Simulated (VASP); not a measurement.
# MnO2 (P4_2/mnm) in VASP: further runs, part 2 of 2

VASP 6.6.1. The steps go on from the part before.

## (3) Single point, PBE+D3(BJ)+U, collinear spin, ferromagnetic start

INCAR

```
SYSTEM = MnO2
ALGO = Normal
EDIFF = 1E-7
ENCUT = 520
GGA = PE
ISIF = 2
ISMEAR = 0
ISPIN = 2
IVDW = 12
LASPH = .TRUE.
LCHARG = .FALSE.
LDAU = .TRUE.
LDAUJ = 0 0
LDAUL = 2 -1
LDAUPRINT = 1
LDAUTYPE = 2
LDAUU = 3.9 0
LMAXMIX = 4
LORBIT = 11
LREAL = .FALSE.
LWAVE = .FALSE.
MAGMOM = 2.91 2.91 0 0 0 0
NBANDS = 38
NELM = 150
PREC = Accurate
SIGMA = 0.05
```

KPOINTS

```
k-points
0
G
  6 6 8
  0 0 0
```

POSCAR

```
MnO2
1.0
    4.3742894772      0.0000000000      0.0000000000
    0.0000000000      4.3742894772      0.0000000000
    0.0000000000      0.0000000000      2.8995670392
Mn O
2 4
Direct
    0.0000000000      0.0000000000      0.0000000000
    0.5000000000      0.5000000000      0.5000000000
    0.3053076587      0.3053076587      0.0000000000
    0.1946923413      0.8053076587      0.5000000000
    0.6946923413      0.6946923413      0.0000000000
    0.8053076587      0.1946923413      0.5000000000
```

Potentials or basis: VASP PAW PBE potentials, release 64 (Mn_pv, O).

Started as:

```
$ cat potpaw_PBE.64/Mn_pv/POTCAR potpaw_PBE.64/O/POTCAR > POTCAR
$ mpirun -np 1 vasp_std > vasp.out
```

Wall time 1.8 min (1 thread of Intel Xeon 6975P-C (Granite Rapids), shared host); peak memory 0.3 GiB.

Results (log left out):

```
Free energy                                           : -43.2351 eV
Pressure                                              : 8.9 GPa
Largest force                                         : 0.035 eV/Å
Band gap on the k mesh                                : zero (filled and empty bands overlap)
Net moment                                            : 6.01 μB per cell
Site moments                                          : Mn +3.02; O -0.04 μB
Valence electrons inside the program's atomic spheres : Mn 11.67; O 5.05
Dispersion energy per atom                            : -0.162 eV
```

Forces on the atoms (eV/Å):
```
Mn   0.000  0.000  0.000
Mn   0.000  0.000  0.000
O   -0.025 -0.025  0.000
O    0.025 -0.025  0.000
O    0.025  0.025  0.000
O   -0.025  0.025  0.000
```

Stress tensor (GPa, compression positive):
```
8.98 0.00 0.00
0.00 8.98 0.00
0.00 0.00 8.88
```

Levels at points of the mesh, in eV from the Fermi level:
Spin up:
```
           k point  band 26  band 27  band 28  band 29  band 30  band 31
(0.00, 0.00, 0.00)    -0.63    -0.63    -0.30    -0.10     2.85     2.85
(0.50, 0.00, 0.00)    -1.61    -0.90    -0.90     2.37     2.37     2.66
(0.50, 0.50, 0.00)    -1.57    -0.25    -0.25     1.40     1.40     2.80
(0.00, 0.00, 0.50)    -1.41    -0.49    -0.49     1.36     1.36     1.75
(0.50, 0.00, 0.50)    -1.37    -0.47    -0.47     0.14     0.14     3.41
(0.50, 0.50, 0.50)    -0.84    -0.67    -0.67     1.78     1.78     2.09
```
Spin down:
| k point | band 20 | band 21 | band 22 | band 23 | band 24 | band 25 |
| --- | --- | --- | --- | --- | --- | --- |
| (0.00, 0.00, 0.00) | -0.60 | -0.60 | 0.09 | 1.70 | 1.86 | 2.06 |
| (0.50, 0.00, 0.00) | -2.52 | -0.81 | -0.81 | 2.35 | 2.35 | 2.71 |
| (0.50, 0.50, 0.00) | -2.13 | -1.59 | -1.59 | 1.65 | 1.65 | 2.07 |
| (0.00, 0.00, 0.50) | -2.60 | -1.89 | -1.89 | 2.65 | 2.65 | 2.87 |
| (0.50, 0.00, 0.50) | -2.34 | -1.20 | -1.20 | 1.82 | 1.82 | 2.57 |
| (0.50, 0.50, 0.50) | -1.32 | -1.01 | -1.01 | 2.52 | 2.52 | 2.80 |

Eigenvalues of the final occupation matrices:
```
    site  spin  trace               eigenvalues
site 1 d     1   3.92  0.50 0.52 0.95 0.97 0.97
site 1 d     2   0.95  0.07 0.11 0.12 0.32 0.34
site 2 d     1   3.92  0.50 0.52 0.95 0.97 0.97
site 2 d     2   0.95  0.07 0.11 0.12 0.32 0.34
```

Caveat: the cell stands under pressure; the run started ferromagnetic, and an antiferromagnetic order may lie lower in energy.

## (4) Relaxation of shape and atoms at fixed volume, PBE+D3(BJ)+U, collinear spin (9.79 Å³/atom)

This run uses another cell than the first one, of 9.79 Å³/atom.

INCAR

```
ALGO = Normal ; EDIFF = 1E-6
EDIFFG = -0.01 ; ENCUT = 600
GGA = PE ; IBRION = 2
ISIF = 4 ; ISMEAR = 0
ISPIN = 2 ; IVDW = 12
LASPH = T ; LCHARG = F
LDAU = T ; LDAUJ = 0 0
LDAUL = 2 -1 ; LDAUPRINT = 1
LDAUTYPE = 2 ; LDAUU = 3.9 0
LMAXMIX = 4 ; LORBIT = 11
LREAL = F ; LWAVE = F
MAGMOM = 3.07 3.07 -0.1 -0.1 -0.1 -0.1 ; NELM = 150
NSW = 60 ; PREC = Accurate
SIGMA = 0.05
```

KPOINTS

```
k-points
0
Gamma
  6 6 8
```

POSCAR

```
MnO2
1.0
    4.4620704162      0.0000000000      0.0000000000
    0.0000000000      4.4620704162      0.0000000000
    0.0000000000      0.0000000000      2.9499786840
Mn O
2 4
Direct
    0.0000000000      0.0000000000      0.0000000000
    0.5000000000      0.5000000000      0.5000000000
    0.3058679518      0.3058679518      0.0000000000
    0.1941320482      0.8058679518      0.5000000000
    0.6941320482      0.6941320482      0.0000000000
    0.8058679518      0.1941320482      0.5000000000
```

Started as:

```
$ cat potpaw_PBE.64/Mn_pv/POTCAR potpaw_PBE.64/O/POTCAR > POTCAR
$ mpirun -np 1 vasp_std > vasp.out
```

Run time: 9.8 min. Hardware: 1 thread of Oxide Virtual Turin-like, shared host; peak memory 0.29 GiB.

Results (log left out):

* Free energy: -43.3038 eV
* Energy gained by relaxing: 0.1 meV/atom
* Ionic steps: 6
* Pressure after relaxing: -3.1 GPa
* Net moment: 6.08 μB per cell
* Site moments: Mn +3.13; O -0.07 μB
* Valence electrons inside the program's atomic spheres: Mn 11.54; O 5.02
* Dispersion energy per atom: -0.153 eV

Forces on the atoms (eV/Å):
```
Mn   0.000  0.000  0.000
Mn   0.000  0.000  0.000
O   -0.002 -0.002  0.000
O    0.002 -0.002  0.000
O    0.002  0.002  0.000
O   -0.002  0.002  0.000
```

Step by step:
```csv
step,energy change (eV),largest force (eV/Å),pressure (GPa),volume (Å³)
1,0.0000,0.0225,-3.21,58.73
2,-0.0003,0.0136,-3.06,58.73
3,-0.0003,0.0159,-3.10,58.73
4,-0.0003,0.0160,-3.09,58.73
5,-0.0003,0.0153,-3.17,58.73
6,-0.0004,0.0028,-3.13,58.73
```

Final structure:
```
Mn O
1.0
     4.46669    0.00000    0.00000
     0.00000    4.46669    0.00000
     0.00000    0.00000    2.94388
Mn O
2 4
Direct
  0.00000 0.00000 0.00000
  0.50000 0.50000 0.50000
  0.30595 0.30595 0.00000
  0.19405 0.80595 0.50000
  0.69405 0.69405 0.00000
  0.80595 0.19405 0.50000
```

Levels at points of the mesh, in eV from the Fermi level:
Spin up:
| k point | band 25 | band 26 | band 27 | band 28 | band 29 | band 30 | band 31 | band 32 |
| --- | --- | --- | --- | --- | --- | --- | --- | --- |
| (0.00, 0.00, 0.00) | -0.97 | -0.50 | -0.41 | -0.41 | 0.09 | 2.72 | 2.72 | 3.19 |
| (0.50, 0.00, 0.00) | -1.44 | -1.44 | -0.67 | -0.67 | 2.17 | 2.17 | 2.56 | 2.56 |
| (0.50, 0.50, 0.00) | -1.30 | -1.30 | -0.13 | -0.13 | 1.16 | 1.16 | 2.68 | 2.68 |
| (0.00, 0.00, 0.50) | -1.19 | -1.19 | -0.35 | -0.35 | 1.18 | 1.18 | 1.61 | 1.61 |
| (0.50, 0.00, 0.50) | -1.08 | -1.08 | -0.38 | -0.38 | 0.00 | 0.00 | 3.20 | 3.20 |
| (0.50, 0.50, 0.50) | -0.63 | -0.63 | -0.45 | -0.45 | 1.64 | 1.64 | 1.89 | 1.89 |
Spin down:
```csv
k point,band 18,band 19,band 20,band 21,band 22,band 23,band 24,band 25,band 26,band 27
"(0.00, 0.00, 0.00)",-2.93,-1.23,-0.44,-0.44,0.23,2.02,2.11,2.37,2.37,2.56
"(0.50, 0.00, 0.00)",-2.99,-2.24,-2.24,-0.61,-0.61,2.59,2.59,2.93,2.93,3.45
"(0.50, 0.50, 0.00)",-2.06,-1.78,-1.78,-1.38,-1.38,1.95,1.95,2.37,2.37,3.69
"(0.00, 0.00, 0.50)",-3.28,-2.17,-2.17,-1.63,-1.63,2.88,2.88,3.06,3.06,3.61
"(0.50, 0.00, 0.50)",-3.23,-2.01,-2.01,-0.96,-0.96,2.14,2.14,2.74,2.74,3.22
"(0.50, 0.50, 0.50)",-3.24,-1.04,-1.04,-0.84,-0.84,2.75,2.75,3.03,3.03,3.20
```

Eigenvalues of the final occupation matrices:
| site | spin | trace | eigenvalues |
| --- | --- | --- | --- |
| site 1 d | 1 | 3.95 | 0.53 0.54 0.95 0.96 0.97 |
| site 1 d | 2 | 0.86 | 0.06 0.10 0.10 0.29 0.32 |
| site 2 d | 1 | 3.95 | 0.53 0.54 0.95 0.96 0.97 |
| site 2 d | 2 | 0.86 | 0.06 0.10 0.10 0.29 0.32 |

## (5) Summary

```csv
task,level,spin,cell,cutoff (eV),gap on the mesh (eV),pressure (GPa),moment (μB),largest force (eV/Å)
single point,PBE+U,"collinear, ferromagnetic start","a = 4.374, b = 4.374, c = 2.900 Å, 6 atoms, atomic positions A",520,none,11.8,6.01,0.03
single point,PBE+D3(BJ)+U,"collinear, ferromagnetic start","a = 4.374, b = 4.374, c = 2.900 Å, 6 atoms, atomic positions A",520,none,8.9,6.01,0.04
relaxation of shape and atoms at fixed volume,PBE+D3(BJ)+U,collinear,"relaxed from a = 4.462, b = 4.462, c = 2.950 Å, 6 atoms, atomic positions B",600,none,-3.1,6.08,-
```

Alike in all rows: potentials or basis VASP PAW PBE potentials, release 64 (Mn_pv, O); Mn d U = 3.9 eV; k mesh 6 × 6 × 8; smearing gaussian 0.05 eV.

Caveats: the cell stands under pressure (at least some runs); the run started ferromagnetic, and an antiferromagnetic order may lie lower in energy (at least some runs).

Absolute energies hang on the potentials; compare differences alone.
